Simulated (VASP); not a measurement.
# TiC (Fm-3m) in VASP: settings compared, part 2 of 2

VASP 6.6.1. The steps go on from the part before.

## Step 4: Relaxation of cell and atoms, PBE+U

INCAR

```
PREC = Accurate
ENCUT = 600
EDIFF = 1E-6
ISMEAR = -1
SIGMA = 0.05
LREAL = F
LASPH = T
NELM = 150
ALGO = Normal
ISIF = 3
LWAVE = F
LCHARG = F
LMAXMIX = 4
LDAU = T
LDAUTYPE = 2
LDAUL = 2 -1
LDAUU = 5 0
LDAUJ = 0 0
LDAUPRINT = 1
GGA = PE
IBRION = 2
NSW = 60
EDIFFG = -0.01
```

KPOINTS

```
Automatic mesh
0
Gamma
  11 11 11
```

POSCAR

```
TiC
1.0
    0.0000000000      2.1657188437      2.1657188437
    2.1657188437      0.0000000000      2.1657188437
    2.1657188437      2.1657188437      0.0000000000
Ti C
1 1
Direct
    0.0000000000      0.0000000000      0.0000000000
    0.5000000000      0.5000000000      0.5000000000
```

Potentials or basis: VASP PAW PBE potentials, release 64 (Ti_sv, C).

Command:

```bash
$ cat potpaw_PBE.64/Ti_sv/POTCAR potpaw_PBE.64/C/POTCAR > POTCAR
$ mpirun -np 1 vasp_std > vasp.out
```

OUTCAR:

```text
PREC = Accurate
   ENCUT = 600
   EDIFF = 1E-6
   ISMEAR = -1
   LREAL = F
   LASPH = T
   NELM = 150
   ISIF = 3
   GGA = PE
   IBRION = 2
   NSW = 60
   EDIFFG = -0.01

 ion  position               nearest neighbor table
   1  0.000  0.000  0.000-   2 2.17   2 2.17   2 2.17   2 2.17   2 2.17   2 2.17
   2  0.500  0.500  0.500-   1 2.17   1 2.17   1 2.17   1 2.17   1 2.17   1 2.17

  LATTYP: Found a face centered cubic cell.
 ALAT       =     4.3314376874

  Lattice vectors:

 A1 = (   0.0000000000,   2.1657188437,   2.1657188437)
 A2 = (   2.1657188437,   0.0000000000,   2.1657188437)
 A3 = (   2.1657188437,   2.1657188437,   0.0000000000)

Analysis of symmetry for initial positions (statically):
=====================================================================
[... 682 lines left out ...]
  o =  0.2744  v =  0.0000 -0.0000 -1.0000  0.0000  0.0024  0.0000  0.0000  0.0000  0.0000  0.0000      0.0000  0.0000  0.0000  0.0000  0.0000  0.0000  0.0000  0.0000  0.0000  0.0000

--------------------------------------- Ionic step        4  -------------------------------------------

 number of electron      15.9999998 magnetization

 Free energy of the ion-electron system (eV)
  ---------------------------------------------------
  ext. energy  EPLUGINS =         0.00000000
  ---------------------------------------------------
  free energy    TOTEN  =       -15.08059553 eV

  energy without entropy =      -15.07798044  energy(sigma->0) =      -15.07928798

 E-fermi :   9.4742     XC(G=0): -12.4270

 val. band max:        9.4725239935   @ k =   0.0909   0.0000   0.0000
 cond. band min:       9.5322419872   @ k =  -0.4545   0.4545   0.0000
 fundamental gap:      0.0597179937
 Fermi energy:         9.4742030888

 k-point     1 :       0.0000    0.0000    0.0000
  band No.  band energies     occupation
      1     -48.7742      2.00000
      2     -24.7804      2.00000
      3     -24.7804      2.00000
      4     -24.7804      2.00000
      5      -3.1502      2.00000
      6      10.5508      0.00000
      7      10.5508      0.00000
      8      10.5508      0.00000
      9      10.7656      0.00000
     10      10.7656      0.00000
     11      10.7656      0.00000
     12      10.8193      0.00000
[... 374 lines left out ...]
  FREE ENERGIE OF THE ION-ELECTRON SYSTEM (eV)
  ---------------------------------------------------
  free  energy   TOTEN  =       -15.0805955255 eV

  energy  without entropy=      -15.0779804413  energy(sigma->0) =      -15.07928798

 reached required accuracy - stopping structural energy minimisation
```

CONTCAR:

```text
TiC
   1.00000000000000
    -0.0000000000000000    2.2062825726358519    2.2062825726358519
     2.2062825726358519    0.0000000000000000    2.2062825726358519
     2.2062825726358519    2.2062825726358519   -0.0000000000000000
  Ti              C
     1     1
Direct
     0.0000000000000000    0.0000000000000000    0.0000000000000000
     0.5000000000000000    0.5000000000000000    0.5000000000000000

  0.00000000E+00  0.00000000E+00  0.00000000E+00
  0.00000000E+00  0.00000000E+00  0.00000000E+00
```

It took 33 s on 1 thread of Intel Xeon Platinum 8259CL at 2.50GHz (Skylake/Cascade Lake), shared host; peak memory 0.15 GiB.

Results:

```
Free energy                            : -15.0806 eV
Relaxed volume                         : 10.74 Å³/atom
Relaxed cell                           : a = 3.120 Å, b = 3.120 Å, c = 3.120 Å, α = 60.00°, β = 60.00°, γ = 60.00°
Space group after relaxing (to 0.05 Å) : Fm-3m (No. 225)
Energy gained by relaxing              : 25.6 meV/atom
Ionic steps                            : 4
Pressure after relaxing                : 0.1 GPa
Band gap on the k mesh                 : zero (band 8 reaches 10.55 eV, above the bottom of band 9 at 8.89 eV)
```

Step by step:
```
step  energy change (eV)  largest force (eV/Å)  pressure (GPa)  volume (Å³)
   1              0.0000                0.0000           14.83        20.32
   2              0.0386                0.0000          -15.64        23.21
   3             -0.0513                0.0000           -0.26        21.50
   4             -0.0513                0.0000            0.06        21.48
```

Final structure:
```yaml
crystal:
  lattice:
    - [0.00000, 2.20628, 2.20628]
    - [2.20628, 0.00000, 2.20628]
    - [2.20628, 2.20628, 0.00000]
  atoms:
    - { symbol: Ti, position: [0.00000, 0.00000, 0.00000] }
    - { symbol: C, position: [0.50000, 0.50000, 0.50000] }
```

Levels at points of the mesh, in eV from the Fermi level:
| k point | band 5 | band 6 | band 7 | band 8 | band 9 | band 10 | band 11 | band 12 |
| --- | --- | --- | --- | --- | --- | --- | --- | --- |
| (0.00, 0.00, 0.00) | -12.62 | 1.08 | 1.08 | 1.08 | 1.29 | 1.29 | 1.29 | 1.35 |

Eigenvalues of the final occupation matrices:
```
    site  spin  trace               eigenvalues
site 1 d     1   0.87  0.11 0.11 0.11 0.27 0.27
site 1 d     2   0.87  0.11 0.11 0.11 0.27 0.27
```

Caveat: U without spin polarisation on a metal has little footing; the U is typed as a test and isn't derived for this compound.

## Step 5: Overview

```csv
level,U,cell,gap on the mesh (eV),pressure (GPa),relaxed volume (Å³/atom)
PBE,-,relaxed to 30 GPa,none,30.0,-
PBE+U,Ti d U = 4.0 eV,relaxed,none,-0.1,10.63
PBE+U,Ti d U = 5.0 eV,relaxed,none,0.1,10.74
```

Alike in all rows: task relaxation of cell and atoms; potentials or basis VASP PAW PBE potentials, release 64 (Ti_sv, C); no spin polarisation; k mesh 11 × 11 × 11; cutoff (eV) 600; smearing fermi-dirac 0.05 eV.

Caveats: U without spin polarisation on a metal has little footing (some runs); the U is typed as a test and isn't derived for this compound (some runs); the cell is relaxed towards a set pressure, so the enthalpy falls and the energy may rise (some runs).

Absolute energies hang on the potentials; compare differences alone.
